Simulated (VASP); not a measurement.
Set up this calculation in VASP 6.6.1, as the native input.

| Property | Result |
| --- | --- |
| Task | single point |
| Functional | revPBE |
| Potentials or basis | VASP PAW PBE potentials, release 64 (Te) |
| Cutoff | 500 eV |
| k mesh | 8 × 8 × 11 |
| Occupations | fermi-dirac, width 0.1 eV |
| Spin | no spin polarisation |
| Dipole correction | no |
| Further INCAR settings | ALGO = Normal; EDIFF = 1e-06; NBANDS = 16 |

The structure of Te lies in POSCAR:

```
Te
1.0
    5.5111357745      0.0000000000      0.0000000000
   -2.7555678873      4.7727835844      0.0000000000
    0.0000000000      0.0000000000      3.2404572417
Te
3
Direct
    0.0000000000      0.0000000000      0.0000000000
    0.3333333333      0.6666666667      0.5000000000
    0.6666666667      0.3333333333      0.5000000000
```

This isn't the form of Te at room conditions, which is trigonal, of chains.

These files were run (other wordings do the same):

INCAR

```
PREC     = Accurate       # precision mode
ENCUT    = 500            # plane-wave cutoff, eV
EDIFF    = 1E-6           # SCF threshold, eV
ISMEAR   = -1             # smearing method
SIGMA    = 0.1            # smearing width, eV
LREAL    = F              # projectors in reciprocal space
LASPH    = T              # aspherical terms in the spheres
NELM     = 120            # most SCF steps
ALGO     = Normal         # electronic algorithm
ISIF     = 2              # what is computed and relaxed
LWAVE    = F              # write WAVECAR
LCHARG   = F              # write CHGCAR
GGA      = RE             # functional
NBANDS   = 16             # bands
GGA_COMPAT= F
```

KPOINTS

```
Automatic mesh
0
Gamma
  8 8 11
```

Potentials or basis: VASP PAW PBE potentials, release 64 (Te).

Command:

```console
$ cat potpaw_PBE.64/Te/POTCAR > POTCAR
$ mpirun -np 1 vasp_std > vasp.out
```

Results of the run:

| Item | Value |
| --- | --- |
| Pressure | 1.9 GPa |
| Band gap on the k mesh | zero (bands 9 and 10 overlap by 5.14 eV) |

Caveat: the PAW data sets were made with another functional, which shifts forces and pressure a little; spin-orbit coupling is left out, which moves the levels of the heavy elements.

Run time: 76 s on 1 thread of Oxide Virtual Turin-like Processor (shared host), peak memory 0.18 GiB.
